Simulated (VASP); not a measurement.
# Al in VASP: a series of runs

Al is run at these levels: PBE; tasks: single point.

Everything below comes from runs of VASP 6.6.1. Logs are shortened: lines on timing, memory, paths and dates and some standing lists are left out, and cuts for length are marked.

### Step 1. The cell of the first run

The cell holds a slab with vacuum, 17 atoms: a = 5.714 Å, b = 8.080 Å, c = 19.743 Å, α = 90.00°, β = 90.00°, γ = 90.00°.

### Step 2. Single point, PBE

Input file INCAR:

```
SYSTEM = Al
PREC     = Accurate       ! precision mode
ENCUT    = 520            ! plane-wave cutoff, eV
EDIFF    = 1E-6           ! SCF threshold, eV
ISMEAR   = 0              ! smearing method
SIGMA    = 0.1            ! smearing width, eV
LREAL    = Auto         
LASPH    = .TRUE.         ! aspherical terms in the spheres
NELM     = 100            ! most SCF steps
ALGO     = Normal         ! electronic algorithm
ISIF     = 2              ! what is computed and relaxed
LWAVE    = .FALSE.        ! write WAVECAR
LCHARG   = .FALSE.        ! write CHGCAR
LDIPOL   = .TRUE.       
IDIPOL   = 3            
DIPOL    = 0.5 0.5 0.322
GGA      = PE             ! functional
NBANDS   = 40             ! bands
```

Input file KPOINTS:

```
Automatic mesh
0
G
  5 4 1
  0 0 0
```

Input file POSCAR:

```
Al
1.0
    5.7135165838      0.0000000000      0.0000000000
    0.0000000000      8.0801326416      0.0000000000
    0.0000000000      0.0000000000     19.7432786844
Al
17
Direct
    0.2500000000      0.2500000000      0.2026005946
    0.2500000000      0.7500000000      0.2026005946
    0.7500000000      0.2500000000      0.2026005946
    0.7500000000      0.7500000000      0.2026005946
    0.0000000000      0.0000000000      0.2749482107
    0.0000000000      0.5000000000      0.2749482107
    0.5000000000      0.0000000000      0.2749482107
    0.5000000000      0.5000000000      0.2749482107
    0.2500000000      0.2500000000      0.3495466410
    0.2500000000      0.7500000000      0.3495466410
    0.7500000000      0.2500000000      0.3495466410
    0.7500000000      0.7500000000      0.3495466410
    0.0000000000      0.0000000000      0.4175232906
    0.0000000000      0.5000000000      0.4175232906
    0.5000000000      0.0000000000      0.4175232906
    0.5000000000      0.5000000000      0.4175232906
    0.1666666667      0.2500000000      0.4903859102
```

Potentials or basis: VASP PAW PBE potentials, release 64 (Al).

Launch:

```console
cat potpaw_PBE.64/Al/POTCAR > POTCAR
mpirun -np 1 vasp_std > vasp.out
```

OUTCAR:

```text
SYSTEM = Al
   PREC = Accurate
   ENCUT = 520
   EDIFF = 1E-6
   ISMEAR = 0
   LREAL = Auto
   LASPH = .TRUE.
   NELM = 100
   ISIF = 2
   GGA = PE

 ion  position               nearest neighbor table
   1  0.250  0.250  0.203-   3 2.86   3 2.86   6 2.86   7 2.86   8 2.86   5 2.86   9 2.90
   2  0.250  0.750  0.203-   4 2.86   4 2.86   6 2.86   7 2.86   8 2.86   5 2.86  10 2.90
   3  0.750  0.250  0.203-   1 2.86   1 2.86   6 2.86   7 2.86   8 2.86   5 2.86  11 2.90
   4  0.750  0.750  0.203-   2 2.86   2 2.86   6 2.86   7 2.86   8 2.86   5 2.86  12 2.90
   5  0.000  0.000  0.275-  13 2.81   7 2.86   7 2.86   4 2.86   1 2.86   2 2.86   3 2.86  11 2.88
                            12 2.88   9 2.88  10 2.88
   6  0.000  0.500  0.275-  14 2.81   8 2.86   8 2.86   4 2.86   1 2.86   2 2.86   3 2.86  11 2.88
                            12 2.88   9 2.88  10 2.88
   7  0.500  0.000  0.275-  15 2.81   5 2.86   5 2.86   4 2.86   1 2.86   2 2.86   3 2.86  11 2.88
                            12 2.88   9 2.88  10 2.88
   8  0.500  0.500  0.275-  16 2.81   6 2.86   6 2.86   4 2.86   1 2.86   2 2.86   3 2.86  11 2.88
                            12 2.88   9 2.88  10 2.88
   9  0.250  0.250  0.350-  13 2.81  14 2.81  15 2.81  16 2.81  17 2.82  11 2.86  11 2.86   8 2.88
                             5 2.88   6 2.88   7 2.88   1 2.90
  10  0.250  0.750  0.350-  13 2.81  14 2.81  15 2.81  16 2.81  12 2.86  12 2.86   7 2.88   8 2.88
                             5 2.88   6 2.88   2 2.90
  11  0.750  0.250  0.350-  13 2.81  14 2.81  15 2.81  16 2.81   9 2.86   9 2.86   7 2.88   8 2.88
                             5 2.88   6 2.88   3 2.90
  12  0.750  0.750  0.350-  13 2.81  14 2.81  15 2.81  16 2.81  10 2.86  10 2.86   7 2.88   8 2.88
                             5 2.88   6 2.88   4 2.90
  13  0.000  0.000  0.418-  17 2.66  10 2.81  11 2.81  12 2.81   9 2.81   5 2.81  15 2.86  15 2.86

  14  0.000  0.500  0.418-  17 2.66  10 2.81  11 2.81  12 2.81   9 2.81   6 2.81  16 2.86  16 2.86

  15  0.500  0.000  0.418-   9 2.81  10 2.81  11 2.81  12 2.81   7 2.81  13 2.86  13 2.86  17 3.13

  16  0.500  0.500  0.418-   9 2.81  10 2.81  11 2.81  12 2.81   8 2.81  14 2.86  14 2.86  17 3.13

  17  0.167  0.250  0.490-  13 2.66  14 2.66   9 2.82  15 3.13  16 3.13

  LATTYP: Found a simple orthorhombic cell.
 ALAT       =     5.7135165838
 B/A-ratio  =     1.4142135624
 C/A-ratio  =     3.4555388778

  Lattice vectors:

 A1 = (   5.7135165838,   0.0000000000,   0.0000000000)
 A2 = (   0.0000000000,   8.0801326416,   0.0000000000)
 A3 = (   0.0000000000,   0.0000000000,  19.7432786844)

Analysis of symmetry for initial positions (statically):
=====================================================================
 Subroutine PRICEL returns:
 Original cell was already a primitive cell.

 Routine SETGRP: Setting up the symmetry group for a
 simple orthorhombic supercell.

 Subroutine GETGRP returns: Found  2 space group operations
 (whereof  1 operations were pure point group operations)
 out of a pool of  8 trial point group operations.

The static configuration has the point symmetry C_1 .
 The point group associated with its full space group is C_1h.

Analysis of symmetry for dynamics (positions and initial velocities):
=====================================================================
 Subroutine PRICEL returns:
 Original cell was already a primitive cell.

 Routine SETGRP: Setting up the symmetry group for a
 simple orthorhombic supercell.

 Subroutine GETGRP returns: Found  2 space group operations
 (whereof  1 operations were pure point group operations)
 out of a pool of  8 trial point group operations.

The dynamic configuration has the point symmetry C_1 .
 The point group associated with its full space group is C_1h.

 Subroutine INISYM returns: Found  2 space group operations
 (whereof  1 operations are pure point group operations),
 and found     1 'primitive' translations

----------------------------------------------------------------------------------------

                                     Primitive cell

  volume of cell :     911.4676

  direct lattice vectors                    reciprocal lattice vectors
     5.713516584  0.000000000  0.000000000     0.175023558  0.000000000  0.000000000
     0.000000000  8.080132642  0.000000000     0.000000000  0.123760345  0.000000000
     0.000000000  0.000000000 19.743278684     0.000000000  0.000000000  0.050650149

  length of vectors
     5.713516584  8.080132642 19.743278684     0.175023558  0.123760345  0.050650149
[... 53 lines left out ...]
     0.000000000  0.000000000  0.050650149     0.000000000  0.000000000  1.000000000

  Length of vectors
     0.035004712  0.030940086  0.050650149

  Shift w.r.t. Gamma in fractional coordinates (k-lattice)
     0.000000000  0.000000000  0.000000000

 Subroutine IBZKPT returns following result:
 ===========================================

 Found      9 irreducible k-points:

 Following reciprocal coordinates:
            Coordinates               Weight
  0.000000  0.000000  0.000000      1.000000
  0.200000  0.000000  0.000000      2.000000
  0.400000  0.000000  0.000000      2.000000
  0.000000  0.250000  0.000000      2.000000
  0.200000  0.250000  0.000000      4.000000
  0.400000  0.250000  0.000000      4.000000
  0.000000  0.500000  0.000000      1.000000
  0.200000  0.500000  0.000000      2.000000
  0.400000  0.500000  0.000000      2.000000
   k-points           NKPTS =      9   k-points in BZ     NKDIM =      9   number of bands    NBANDS=     40
   number of dos      NEDOS =    301   number of ions     NIONS =     17
   total plane-waves  NPLWV = 378000
   dimension x,y,z NGX =    42 NGY =   60 NGZ =  150
   dimension x,y,z NGXF=    84 NGYF=  120 NGZF=  300
   ions per type =              17
   NGX,Y,Z   is equivalent  to a cutoff of  12.22, 12.34, 12.63 a.u.
   NGXF,Y,Z  is equivalent  to a cutoff of  24.44, 24.69, 25.26 a.u.
 SYSTEM =  Al
   PREC   = accura    normal or accurate (medium, high low for compatibility)
   ISTART =      0    job   : 0-new  1-cont  2-samecut
   ICHARG =      2    charge: 1-file 2-atom 10-const
   ISPIN  =      1    spin polarized calculation?
   LNONCOLLINEAR =      F non collinear calculations
   LSORBIT =      F    spin-orbit coupling
   LASPH  =      T    aspherical Exc in radial PAW
   ENCUT  =  520.0 eV  38.22 Ry    6.18 a.u.  10.62 15.02 36.71*2*pi/ulx,y,z
   NELM   =    100;   NELMIN=  2; NELMDL= -5     # of ELM steps
   EDIFF  = 0.1E-05   stopping-criterion for ELM
   LREAL  =      T    real-space projection
   EDIFFG = 0.1E-04   stopping-criterion for IOM
   NSW    =      0    number of steps for IOM
   IBRION =     -1    ionic relax: 0-MD 1-quasi-New 2-CG
   NFREE  =      0    steps in history (QN), initial steepest desc. (CG)
   ISIF   =      2    stress and relaxation
   ISYM   =      2    0-nonsym 1-usesym 2-fastsym
   POTIM  = 0.5000    time-step for ionic-motion
   TEBEG  =    0.0;   TEEND  =   0.0 temperature during run
   PSTRESS=    0.0 pullay stress
   NELECT =      51.0000    total number of electrons
   NUPDOWN=      -1.0000    fix difference up-down
   EMIN   =  10.00;   EMAX   =-10.00  energy-range for DOS
   EFERMI =   0.00;   METHOD = LEGACY
   ISMEAR =     0;   SIGMA  =   0.10  broadening in eV -4-tet -1-fermi 0-gaus
   EFERMI_NEDOS =   21; number of points for ismear=-14 and -15
   IALGO  =     38    algorithm
   IMIX   =      4    mixing-type and parameters
     AMIX     =   0.40;   BMIX     =  1.00
     AMIX_MAG =   1.60;   BMIX_MAG =  1.00
  volume/ion in A,a.u.               =      53.62       361.82
  Fermi-wavevector in a.u.,A,eV,Ry     =   0.626159  1.183269  5.334502  0.392075
  Thomas-Fermi vector in A             =   1.687315
   LORBIT       =      0    0 simple, 1 ext, 2 COOP (PROOUT), +10 PAW based schemes
   GGA     = PE    functional components
   LHFCALC =     F    Hartree Fock is set to
   AEXX    =    0.0000 exact exchange contribution
   IVDW    =     0    specifies the selected vdW correction
   LEPSILON=     F    determine dielectric tensor
   LRPA    =     F    only Hartree local field effects (RPA)
 non-spin polarized calculation
 Gauss-broadening in eV      SIGMA  =   0.10
  energy-cutoff  :      520.00
  volume of cell :      911.47
 maximum number of plane-waves:     24626
   NGX = 21   NGY = 31   NGZ = 73

 dipolmoment           0.000000      0.000000     -0.056295 electrons x Angstroem

 number of electron      50.9999999 magnetization

 dipolmoment           0.000000      0.000000      0.024853 electrons x Angstroem

 Free energy of the ion-electron system (eV)
  ---------------------------------------------------
  ext. energy  EPLUGINS =         0.00000000
  ---------------------------------------------------
  free energy    TOTEN  =       -57.85607417 eV

  energy without entropy =      -57.80218382  energy(sigma->0) =      -57.82912899

 E-fermi :  -0.3733     XC(G=0):  -4.2269

 val. band max:       -0.4014109527   @ k =   0.4000   0.2500   0.0000
 cond. band min:      -0.3614821640   @ k =   0.0000   0.2500   0.0000
 fundamental gap:      0.0399287888
 Fermi energy:        -0.3733240897

 k-point     1 :       0.0000    0.0000    0.0000
  band No.  band energies     occupation
      1     -10.6022      2.00000
      2      -8.4894      2.00000
      3      -8.4009      2.00000
      4      -8.2320      2.00000
      5      -6.4464      2.00000
      6      -6.1556      2.00000
[... 349 lines left out ...]
     36       2.2057      0.00000
     37       2.4875      0.00000
 [bands above 37 left out]

------------------------ aborting loop because EDIFF is reached ----------------------------------------

 vacuum level on the upper side and lower side of the slab       (xc-potential included)        -0.051        -0.117

  FORCE on cell =-STRESS in cart. coord.  units (eV):
  Direction    XX          YY          ZZ          XY          YZ          ZX
  --------------------------------------------------------------------------------------
  -------------------------------------------------------------------------------------
  Total       -9.9152186     -2.8683350     -1.0084355      0.0000000      0.0000000      0.5793338
  in kB      -17.4289659     -5.0419576     -1.7726273      0.0000000      0.0000000      1.0183527
  external PRESSURE =      -8.0811836 kB  Pullay stress =       0.0000000 kB

 VOLUME and BASIS-vectors are now :
 -----------------------------------------------------------------------------
  energy-cutoff  :      520.00
  volume of cell :      911.47
      direct lattice vectors                 reciprocal lattice vectors
     5.713516584  0.000000000  0.000000000     0.175023558  0.000000000  0.000000000
     0.000000000  8.080132642  0.000000000     0.000000000  0.123760345  0.000000000
     0.000000000  0.000000000 19.743278684     0.000000000  0.000000000  0.050650149

 POSITION                                       TOTAL-FORCE (eV/Angst)
 -----------------------------------------------------------------------------------
      1.42838      2.02003      4.00000         0.082177      0.000000      0.230393
      1.42838      6.06010      4.00000        -0.010044      0.000000      0.267073
      4.28514      2.02003      4.00000        -0.067483      0.000000      0.155719
      4.28514      6.06010      4.00000         0.023772      0.000000      0.215233
      0.00000      0.00000      5.42838        -0.089060      0.002567     -0.221130
      0.00000      4.04007      5.42838        -0.089060     -0.002567     -0.221130
[... 9 lines left out ...]
      2.85676      4.04007      8.24328         0.056151     -0.127290      0.176682
      0.95225      2.02003      9.68183         0.428908      0.000000     -0.000917
 -----------------------------------------------------------------------------------
    total drift:                                0.000094     -0.000000      0.001732

  FREE ENERGIE OF THE ION-ELECTRON SYSTEM (eV)
  ---------------------------------------------------
  free  energy   TOTEN  =       -57.8560741662 eV

  energy  without entropy=      -57.8021838155  energy(sigma->0) =      -57.82912899

 vacuum level on the upper side and lower side of the slab         3.770         3.700
```

It took 5.6 min on 1 thread of AMD EPYC 9R45 (Zen 5), shared host; peak memory 0.76 GiB.

Results:

| Item | Value |
| --- | --- |
| Free energy | -57.8561 eV |
| Largest force | 0.431 eV/Å |
| Band gap on the k mesh | zero (an odd number of electrons rules out a gap without spin polarisation) |

Forces in eV/Å, atoms in the order of the input:
```
Al   0.082  0.000  0.230
Al  -0.010  0.000  0.267
Al  -0.067  0.000  0.156
Al   0.024  0.000  0.215
Al  -0.089  0.003 -0.221
Al  -0.089 -0.003 -0.221
Al   0.050  0.020 -0.166
Al   0.050 -0.020 -0.166
Al   0.097  0.000 -0.420
Al   0.013  0.000  0.171
Al  -0.014  0.000 -0.149
Al   0.007  0.000  0.040
Al  -0.297 -0.304 -0.045
Al  -0.297  0.304 -0.045
Al   0.056  0.127  0.177
Al   0.056 -0.127  0.177
Al   0.429  0.000 -0.001
```

Levels at points of the mesh, in eV from the Fermi level:
```tsv
k point	band 24	band 25	band 26	band 27	band 28	band 29
(0.00, 0.00, 0.00)	-0.80	-0.54	-0.34	-0.07	0.07	0.78
(0.00, 0.50, 0.00)	-0.82	-0.55	-0.28	0.05	0.19	0.26
```

### Step 3. Single point, PBE

Input file INCAR:

```
PREC     = Accurate       # precision mode
ENCUT    = 520            # plane-wave cutoff, eV
EDIFF    = 1E-6           # SCF threshold, eV
ISMEAR   = 0              # smearing method
SIGMA    = 0.1            # smearing width, eV
LREAL    = Auto         
LASPH    = True           # aspherical terms in the spheres
NELM     = 100            # most SCF steps
ALGO     = Normal         # electronic algorithm
ISIF     = 2              # what is computed and relaxed
LWAVE    = False          # write WAVECAR
LCHARG   = False          # write CHGCAR
LDIPOL   = True         
IDIPOL   = 3            
DIPOL    = 0.5 0.5 0.323
GGA      = PE             # functional
NBANDS   = 40             # bands
```

Input file KPOINTS:

```
regular mesh
0
Gamma
  5 4 1
```

Changes to POSCAR since step 2:

```diff
@@ -24,2 +24,2 @@
     0.5000000000      0.5000000000      0.4175232906
-    0.1666666667      0.2500000000      0.4903859102
+    0.2500000000      0.1666666667      0.5049801361
```

Potentials or basis: VASP PAW PBE potentials, release 64 (Al).

Launch:

```console
cat potpaw_PBE.64/Al/POTCAR > POTCAR
mpirun -np 1 vasp_std > vasp.out
```

It took 5.7 min on 1 thread of AMD EPYC 9R45 (Zen 5), shared host; peak memory 0.75 GiB.

The run converged. Its results:

| Quantity | Value |
| --- | --- |
| Free energy | -57.5914 eV |
| Largest force | 0.764 eV/Å |
| Band gap on the k mesh | zero (an odd number of electrons rules out a gap without spin polarisation) |

Forces in eV/Å, atoms in the order of the input:
```
Al   0.000 -0.013  0.266
Al   0.000 -0.025  0.237
Al   0.000  0.023  0.172
Al   0.000 -0.040  0.198
Al  -0.029 -0.015 -0.183
Al  -0.031  0.005 -0.171
Al   0.029 -0.015 -0.183
Al   0.031  0.005 -0.171
Al   0.000 -0.064 -0.047
Al   0.000 -0.007  0.059
Al   0.000 -0.005 -0.171
Al   0.000  0.080  0.028
Al  -0.472 -0.234 -0.176
Al  -0.045 -0.113  0.159
Al   0.472 -0.234 -0.176
Al   0.045 -0.113  0.159
Al   0.000  0.764  0.001
```

Levels at points of the mesh, in eV from the Fermi level:
| k point | band 22 | band 23 | band 24 | band 25 | band 26 | band 27 | band 28 | band 29 | band 30 | band 31 |
| --- | --- | --- | --- | --- | --- | --- | --- | --- | --- | --- |
| (0.00, 0.00, 0.00) | -0.99 | -0.97 | -0.75 | -0.55 | -0.41 | -0.16 | 0.17 | 0.59 | 1.08 | 1.24 |
| (0.00, 0.50, 0.00) | -0.91 | -0.88 | -0.84 | -0.57 | -0.56 | 0.08 | 0.23 | 0.24 | 0.78 | 1.11 |

### Step 4. Single point, PBE

Input file INCAR:

```
  PREC = Accurate
  ENCUT = 520
  EDIFF = 1E-6
  ISMEAR = 0
  SIGMA = 0.1
  LREAL = Auto
  LASPH = T
  NELM = 80
  ALGO = Normal
  ISIF = 2
  LWAVE = F
  LCHARG = T
  LDIPOL = T
  IDIPOL = 3
  DIPOL = 0.5 0.5 0.322
  GGA = PE
  LELF = T
  LVHAR = T
  LVACPOTAV = T
  NBANDS = 40
```

Input file KPOINTS:

```
Automatic mesh
0
Gamma
  5 4 1
```

Changes to POSCAR since step 3:

```diff
@@ -24,2 +24,2 @@
     0.5000000000      0.5000000000      0.4175232906
-    0.2500000000      0.1666666667      0.5049801361
+    0.0833333333      0.2500000000      0.4963882210
```

Launch:

```console
cat potpaw_PBE.64/Al/POTCAR > POTCAR
mpirun -np 1 vasp_std > vasp.out
```

Run time: 6.1 min. Hardware: 1 thread of AMD EPYC 9R45 (Zen 5), shared host; peak memory 0.76 GiB.

Results (log left out):

* Free energy: -57.6525 eV
* Largest force: 0.574 eV/Å
* Band gap on the k mesh: zero (an odd number of electrons rules out a gap without spin polarisation)

Forces in eV/Å, atoms in the order of the input:
```
Al   0.129  0.000  0.189
Al  -0.028  0.000  0.255
Al  -0.115  0.000  0.158
Al   0.043  0.000  0.232
Al  -0.068 -0.003 -0.225
Al  -0.068  0.003 -0.225
Al   0.027  0.018 -0.166
Al   0.027 -0.018 -0.166
Al   0.095  0.000 -0.126
Al   0.021  0.000  0.135
Al  -0.035  0.000 -0.072
Al  -0.001  0.000  0.063
Al  -0.198 -0.511 -0.168
Al  -0.198  0.511 -0.168
Al   0.011  0.058  0.136
Al   0.011 -0.058  0.136
Al   0.348  0.000  0.013
```

Levels at points of the mesh, in eV from the Fermi level:
```
           k point  band 23  band 24  band 25  band 26  band 27  band 28  band 29  band 30
(0.00, 0.00, 0.00)    -0.88    -0.85    -0.44    -0.30    -0.10     0.07     0.69     0.93
(0.00, 0.50, 0.00)    -0.87    -0.81    -0.62    -0.08     0.01     0.22     0.22     0.97
```

(Part 1 of 2 ends here.)
